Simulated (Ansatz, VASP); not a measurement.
## Sn in VASP and in Ansatz

The input INCAR:

```
SYSTEM = Sn
ALGO = Fast
EDIFF = 1E-7
ENCUT = 520
GGA = PS
ISIF = 2
ISMEAR = 0
LASPH = .TRUE.
LCHARG = .FALSE.
LREAL = .FALSE.
LWAVE = .FALSE.
NBANDS = 21
NELM = 100
PREC = Accurate
SIGMA = 0.15
```

Contents of KPOINTS:

```
k-points
0
G
  12 12 12
  0 0 0
```

File POSCAR:

```
Sn
1.0
    0.0000000000      2.9859520000      3.1157760000
    2.9859520000      0.0000000000      3.1157760000
    2.9859520000      2.9859520000      0.0000000000
Sn
2
Direct
    0.5000000000      0.5000000000      0.5000000000
    0.7500000000      0.7500000000      0.7500000000
```

Input for Ansatz:

```yaml
crystal:
  lattice:
    - [0.0, 2.985952, 3.115776]
    - [2.985952, 0.0, 3.115776]
    - [2.985952, 2.985952, 0.0]
  atoms:
    - { symbol: Sn, position: [0.5, 0.5, 0.5] }
    - { symbol: Sn, position: [0.75, 0.75, 0.75] }
basis:
  ecutwfc: 420
kpoints:
  mp_grid: { grid: [12, 12, 12] }
hamiltonian:
  xc: pbesol
scf:
  occupations: { method: gaussian, width: 0.15 }
output:
  forces: true
  stress: true
  eigenvalues: true
```

Change from the starting cell: strain -0.080 along x and y, -0.040 along z, atoms carried along.

Alike in both runs: task single point; functional PBEsol; k mesh 12 × 12 × 12; occupations gaussian, width 0.15 eV; no spin polarisation.

```csv
,VASP,Ansatz
version,VASP 6.6.1,Ansatz 0.2.0
potentials or method,"VASP PAW PBE potentials, release 64 (Sn_d), cutoff 520 eV","scalar-relativistic, plane waves, PAW"
valence electrons in the cell,28,28
```

Ansatz gave:

```
gap on the k mesh at the Fermi level (eV)                     : none
pressure (GPa)                                                : 16.6
traceless stress, the component that is largest in VASP (GPa) : -0.79
```

Which values does VASP return?

gap on the k mesh at the Fermi level (eV): none; pressure (GPa): 16.5; traceless stress, the component that is largest in VASP (GPa): -0.79.

VASP's potentials were made for PBE, not for PBEsol. A gap of «none» marks a metal or a gap that the smearing closes. The functional is the same, so the differences come from potentials, cutoffs and numerics.
